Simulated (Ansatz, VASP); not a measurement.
LiF: VASP beside Ansatz

```
CELL_PARAMETERS angstrom
3.15502 0.00000 0.00000
-1.57751 2.73233 0.00000
0.00000 0.00000 5.58155
ATOMIC_POSITIONS crystal
Li 0.33333 0.66667 0.38107
Li 0.66667 0.33333 0.88107
F 0.33333 0.66667 0.99393
F 0.66667 0.33333 0.49393
```

Alike in both runs: task single point; functional PBE; k mesh 9 × 9 × 6; occupations gaussian, width 0.05 eV; no spin polarisation.

|  | VASP | Ansatz |
| --- | --- | --- |
| version | VASP 6.6.1 | Ansatz 0.2.0 |
| potentials or method | VASP PAW PBE potentials, release 64 (Li_sv, F), cutoff 520 eV | scalar-relativistic, plane waves, PAW |
| valence electrons in the cell | 20 | 20 |

|  | VASP | Ansatz | Ansatz less VASP |
| --- | --- | --- | --- |
| gap on the k mesh at the Fermi level (eV) | 6.91 | 6.91 | +0.007 |
| least direct gap on the mesh (eV) | 6.91 | 6.91 | +0.007 |
| rms of the force components (eV/Å) | 0.020 | 0.015 | -0.0056 |

Atom by atom the forces differ by 0.006 eV/Å (rms over components). With one functional, cell and mesh, what is left measures potentials, basis and numerics.

Noted on VASP's run: the cutoff is short for stress, so the pressure is rough.
